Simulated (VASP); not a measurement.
C, 1 atom in the cell. It takes space group P4/mmm (No. 123, tetragonal). The conventional cell has a = 4.290 Å, b = 4.290 Å, c = 1.270 Å, α = 90.00°, β = 90.00°, γ = 90.00°. Within 1.7 Å of C (site symmetry 4/mmm) lie 2 C at 1.27 Å. 

- Program: VASP 6.6.1
- Task: single point
- Functional: HSE06
- Potentials or basis: VASP PAW PBE potentials, release 64 (C)
- Cutoff: 520 eV
- k mesh: 3 × 3 × 10
- Occupations: fermi-dirac, width 0.05 eV
- Spin: no spin polarisation
- Dipole correction: no
- Grid for exact exchange (PRECFOCK): Normal
- Further INCAR settings: ALGO = Normal; EDIFF = 1e-07; NBANDS = 8
- Screening parameter: 0.2079 1/Å

Potentials or basis: VASP PAW PBE potentials, release 64 (C).

Run with:

```bash
$ cat potpaw_PBE.64/C/POTCAR > POTCAR
$ cp INCAR.step1 INCAR
$ mpirun -np 1 vasp_std > vasp.out
$ cp INCAR.step2 INCAR
$ mpirun -np 1 vasp_std > vasp.out
```

Hardware: 1 thread of Intel(R) Xeon(R) Platinum 8375C CPU @ 2.90GHz (Ice Lake) (shared host).

Problem. Estimate the wall time of this run.

Solution. Wall time 48 s on 1 thread of Intel(R) Xeon(R) Platinum 8375C CPU @ 2.90GHz (Ice Lake) (shared host), peak memory 0.22 GiB. Counts: k points 18.
